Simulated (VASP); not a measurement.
Wanted: the native input for a VASP 6.6.1 run.

| Item | Value |
| --- | --- |
| Task | single point |
| Functional | LDA |
| Potentials or basis | VASP PAW LDA potentials, release 64 (Ti_sv, Al) |
| Cutoff | 520 eV |
| k mesh | 10 × 8 × 8 |
| Occupations | gaussian, width 0.15 eV |
| Spin | no spin polarisation |
| Dipole correction | no |
| Further INCAR settings | ALGO = Fast; EDIFF = 1e-06; NBANDS = 31 |

The structure of TiAl3 lies in POSCAR:

```
TiAl3
1.0
   -3.9105245017      0.0000000000      0.0000000000
    0.0000000000      3.9105245017      3.9105245017
    0.0000000000      3.9105245017     -3.9105245017
Ti Al
2 6
Direct
    0.0000000000      0.4899501972      0.4899501972
    0.0000000000      0.0100498028      0.0100498028
    0.5000000000      0.7361911107      0.7638088893
    0.5000000000      0.2638088893      0.2361911107
    0.5000000000      0.7361911107      0.2361911107
    0.5000000000      0.2638088893      0.7638088893
    0.0000000000      0.5067670287     -0.0067670287
    0.0000000000     -0.0067670287      0.5067670287
```

This cell differs from its parent crystal: atoms displaced along several vibrational modes.

The input as run:

INCAR

```
PREC = Accurate
ENCUT = 520
EDIFF = 1E-6
ISMEAR = 0
SIGMA = 0.15
LREAL = False
LASPH = True
NELM = 80
ALGO = Fast
ISIF = 2
LWAVE = False
LCHARG = True
GGA = CA
LELF = True
LVHAR = True
NBANDS = 31
```

KPOINTS

```
regular mesh
0
Gamma
  10 8 8
```

Potentials or basis: VASP PAW LDA potentials, release 64 (Ti_sv, Al).

Launch:

```console
$ cat potpaw_LDA.64/Ti_sv/POTCAR potpaw_LDA.64/Al/POTCAR > POTCAR
$ mpirun -np 1 vasp_std > vasp.out
```

It gave:

* Pressure: 1.3 GPa
* Largest force: 1.069 eV/Å
* Band gap on the k mesh: zero (bands 21 and 22 overlap by 0.79 eV)

Caveat: the cell differs from its parent crystal (atoms displaced along several vibrational modes); forces of over 1 eV/Å act on the atoms, so gaps and moduli don't describe the material at rest.

Wall time 37 min on 1 thread of AMD EPYC 7R13, with other jobs on the host, peak memory 0.43 GiB.
